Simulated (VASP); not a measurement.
GaN:

```xyz
2
Lattice="0.0000 2.1352 2.1352 2.1352 0.0000 2.1352 2.1352 2.1352 0.0000" Properties=species:S:1:pos:R:3 pbc="T T T"
Ga    0.0000    0.0000    0.0000
N     2.1352    2.1352    2.1352
```

| Property | Result |
| --- | --- |
| Program | VASP 6.6.1 |
| Task | relaxation of cell and atoms |
| Functional | PBEsol |
| Dispersion | D3(BJ) |
| Potentials or basis | VASP PAW PBE potentials, release 64 (Ga_d, N) |
| Cutoff | 600 eV |
| k mesh | 8 × 8 × 8 |
| Occupations | gaussian, width 0.01 eV |
| Spin | no spin polarisation |

At the start: pressure -11.8 GPa; volume 9.74 Å³/atom.

Problem. Where does the relaxation end?

Solution. Over 3 steps the energy falls by 20.2 meV/atom and the volume is 9.22 Å³/atom (-5.3 %); space group Fm-3m (No. 225, to 0.05 Å).

The path:
```csv
step,energy change (eV),largest force (eV/Å),pressure (GPa),volume (Å³)
1,0.0000,0.0000,-11.84,19.47
2,-0.0019,0.0000,14.04,17.51
3,-0.0404,0.0000,-0.16,18.44
```

Final structure:
```
Ga N
1.0
     0.00000    2.09691    2.09691
     2.09691    0.00000    2.09691
     2.09691    2.09691    0.00000
Ga N
1 1
Direct
  0.00000 0.00000 0.00000
  0.50000 0.50000 0.50000
```

Caveat: the PAW data sets were made with another functional, which shifts forces and pressure a little.
